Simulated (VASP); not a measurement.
## WS2 (2H sheet): single point with PBEsol

WS2 (2H sheet), a wire with vacuum:

```
W S
1.0
    18.10000    0.00000    0.00000
     0.00000   12.40000    0.00000
     0.00000    0.00000    3.14552
W S
4 8
Direct
  0.29933 0.50000 0.50000
  0.44983 0.50000 0.00000
  0.60034 0.50000 0.50000
  0.75084 0.50000 0.00000
  0.24916 0.62637 0.00000
  0.39966 0.62637 0.50000
  0.55017 0.62637 0.00000
  0.70067 0.62637 0.50000
  0.24916 0.37363 0.00000
  0.39966 0.37363 0.50000
  0.55017 0.37363 0.00000
  0.70067 0.37363 0.50000
```

```
Program                : VASP 6.6.1
Task                   : single point
Functional             : PBEsol
Potentials or basis    : VASP PAW PBE potentials, release 64 (W_sv, S)
Cutoff                 : 520 eV
k mesh                 : 1 × 1 × 17
Occupations            : gaussian, width 0.05 eV
Spin                   : no spin polarisation
Dipole correction      : no
Further INCAR settings : ALGO = Normal; EDIFF = 1e-06; NBANDS = 64
```

- Largest force: 1.870 eV/Å
- Band gap on the k mesh: zero (band 52 reaches -1.62 eV, above the bottom of band 53 at -1.69 eV)

Forces on the atoms (eV/Å):
```
W    0.045  0.000  0.000
W    0.227  0.000  0.000
W   -0.085  0.000  0.000
W   -1.870  0.000  0.000
S   -0.096 -0.718  0.000
S   -0.034 -0.021  0.000
S   -0.026  0.003  0.000
S    0.997 -0.250  0.000
S   -0.096  0.718  0.000
S   -0.034  0.021  0.000
S   -0.026 -0.003  0.000
S    0.997  0.250  0.000
```

Levels at points of the mesh, in eV from the Fermi level:
| k point | band 50 | band 51 | band 52 | band 53 | band 54 | band 55 |
| --- | --- | --- | --- | --- | --- | --- |
| (0.00, 0.00, 0.00) | -0.53 | -0.31 | -0.12 | -0.02 | -0.01 | 2.06 |

It took 11 min on 1 thread of Intel(R) Xeon(R) 6975P-C (Granite Rapids) (shared host), peak memory 0.82 GiB.

Caveat: the PAW data sets were made with another functional, which shifts forces and pressure a little; spin-orbit coupling is left out, which moves the levels of the heavy elements.
